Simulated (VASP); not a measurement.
Here is a VASP 6.6.1 calculation.

File INCAR:

```
  ALGO = Normal
  EDIFF = 1E-8
  ENCUT = 520
  GGA = PE
  ISIF = 2
  ISMEAR = -1
  LASPH = T
  LCHARG = F
  LEFG = T
  LREAL = F
  LWAVE = F
  NBANDS = 20
  NELM = 60
  PREC = Accurate
  SIGMA = 0.05
```

KPOINTS

```
k-points
0
Gamma
  14 14 11
```

File POSCAR:

```
Ga
1.0
    1.3934906686     -4.0570427891      0.0000000000
    1.3934906686      4.0570427891      0.0000000000
   -0.1183409104      0.0000000000      3.2799810500
Ga
2
Direct
    0.8690000000      0.1310000000      0.2500000000
    0.1310000000      0.8690000000      0.7500000000
```

Potentials or basis: VASP PAW PBE potentials, release 64 (Ga_d).

Launch:

```sh
$ cat potpaw_PBE.64/Ga_d/POTCAR > POTCAR
$ mpirun -np 1 vasp_std > vasp.out
```

**Question.** Estimate the pressure.

**Answer.** 1.9 GPa.

**Question.** What does it give for the largest force?

**Answer.** 0.209 eV/Å.

**Question.** Estimate the band gap on the k mesh.

**Answer.** Zero (bands 13 and 14 overlap by 8.27 eV).

Electric field gradients, principal values (V/Å²):
| atom | least | middle | greatest (by size) |
| --- | --- | --- | --- |
| 1 Ga | -5.273 | -18.409 | 23.682 |
| 2 Ga | -5.273 | -18.409 | 23.682 |

Caveat: without QUAD_EFG the Cq values of the log hold for a quadrupole moment of 1 mb, not for the nuclei.
